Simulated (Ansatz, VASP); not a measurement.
# NiCl3: VASP beside Ansatz

```
Ni Cl
1.0
     4.54943    0.00000    0.00000
     0.00000    4.54943    0.00000
     0.00000    0.00000    4.54943
Ni Cl
1 3
Direct
  0.00000 0.00000 0.00000
  0.50000 0.00000 0.00000
  0.00000 0.00000 0.50000
  0.00000 0.50000 0.00000
```

Alike in both runs: task single point; functional PBEsol; k mesh 6 × 6 × 6; occupations gaussian, width 0.05 eV; collinear spin.

|  | VASP | Ansatz |
| --- | --- | --- |
| version | VASP 6.6.1 | Ansatz 0.2.0 |
| potentials or method | VASP PAW PBE potentials, release 64 (Ni, Cl), cutoff 520 eV | scalar-relativistic, plane waves, PAW |
| valence electrons in the cell | 31 | 39 |

|  | VASP | Ansatz | Ansatz less VASP |
| --- | --- | --- | --- |
| gap on the k mesh at the Fermi level (eV) | none | none | - |
| pressure (GPa) | -0.5 | -1.1 | -0.61 |
| net moment per atom (μB) | 0.01 | 0.03 | +0.026 |
| size of the moment on the site where the two differ most (μB) | 0.02 | 0.09 | +0.071 |

VASP's potentials were made for PBE, not for PBEsol. Site moments also hang on the region over which each program counts them. A gap of «none» marks a metal or a gap that the smearing closes. VASP's potentials hold 31 valence electrons a cell and Ansatz's 39, so a difference there can come from the potentials and not from the codes.
